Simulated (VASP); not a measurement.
AlP: single point with LDA

AlP:

```
Al P
1.0
     0.00000    2.77895    2.77895
     2.77895    0.00000    2.77895
     2.77895    2.77895    0.00000
Al P
1 1
Direct
  0.00000 0.00000 0.00000
  0.25000 0.25000 0.25000
```

```json
{
  "Program": "VASP 6.6.1",
  "Task": "single point",
  "Functional": "LDA",
  "Potentials or basis": "VASP PAW LDA potentials, release 64 (Al, P)",
  "Cutoff": "500 eV",
  "k mesh": "6 × 6 × 6",
  "Occupations": "gaussian, width 0.01 eV",
  "Spin": "no spin polarisation"
}
```

The pressure is -5.2 GPa and the band gap on the k mesh is 1.53 eV, indirect (least direct gap 2.67 eV).

Levels at points of the mesh, in eV from the valence-band top:
```tsv
k point	band 1	band 2	band 3	band 4	band 5	band 6	band 7	band 8
(0.00, 0.00, 0.00)	-11.21	0.00	0.00	0.00	2.67	4.39	4.39	4.39
(0.50, 0.00, 0.00)	-9.64	-5.35	-0.74	-0.74	2.46	4.71	4.71	7.91
(0.50, 0.50, 0.00)	-9.02	-5.18	-2.01	-2.01	1.53	2.34	10.43	10.43
```

Wall time 4.7 s on 1 thread of Intel(R) Xeon(R) Platinum 8559C (Emerald Rapids) (shared host), peak memory 0.13 GiB.

A k mesh can miss the band edges. Expect the measured gap to be larger: semilocal functionals such as LDA lack the derivative discontinuity.
